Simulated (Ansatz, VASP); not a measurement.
## One calculation of Pt, two programs

The input INCAR:

```
PREC     = Accurate       # precision mode
ENCUT    = 500            # plane-wave cutoff, eV
EDIFF    = 1E-6           # SCF threshold, eV
ISMEAR   = -1             # smearing method
SIGMA    = 0.1            # smearing width, eV
LREAL    = F              # projectors in reciprocal space
LASPH    = T              # aspherical terms in the spheres
NELM     = 120            # most SCF steps
ALGO     = Normal         # electronic algorithm
ISIF     = 2              # what is computed and relaxed
LWAVE    = F              # write WAVECAR
LCHARG   = F              # write CHGCAR
GGA      = CA             # functional
NBANDS   = 11             # bands
GGA_COMPAT= F
```

KPOINTS

```
Automatic mesh
0
Gamma
  13 13 13
```

Contents of POSCAR:

```
Pt
1.0
    0.0000000000      1.9609000000      1.9609000000
    1.9609000000      0.0000000000      1.9609000000
    1.9609000000      1.9609000000      0.0000000000
Pt
1
Direct
    0.0000000000      0.0000000000      0.0000000000
```

Input for Ansatz:

```yaml
crystal:
  lattice:
    - [0.0, 1.9609, 1.9609]
    - [1.9609, 0.0, 1.9609]
    - [1.9609, 1.9609, 0.0]
  atoms:
    - { symbol: Pt, position: [0.0, 0.0, 0.0] }
kpoints:
  mp_grid:
    grid: [13, 13, 13]
hamiltonian:
  xc: lda
  pseudopotentials:
    kind: paw
scf:
  occupations:
    method: fermi_dirac
    width: 0.1
output:
  forces: true
  stress: true
  eigenvalues: true
```

Alike in both runs: task single point; functional LDA; k mesh 13 × 13 × 13; occupations fermi-dirac, width 0.1 eV; no spin polarisation.

```csv
,VASP,Ansatz
version,VASP 6.6.1,Ansatz 0.2.0
potentials or method,"VASP PAW LDA potentials, release 64 (Pt)","plane waves, PAW"
plane-wave cutoff (eV),500,420
valence electrons in the cell,10,18
```

|  | VASP | Ansatz | Ansatz less VASP |
| --- | --- | --- | --- |
| gap on the k mesh at the Fermi level (eV) | none | none | - |
| pressure (GPa) | -5.2 | -5.9 | -0.70 |

LDA's correlation is that of Perdew and Zunger in VASP and of Perdew and Wang (1992) in Ansatz. A gap of «none» marks a metal or a gap that the smearing closes. VASP's potentials hold 10 valence electrons a cell and Ansatz's 18, so a difference there can come from the potentials and not from the codes.

Neither program's run includes spin-orbit coupling.
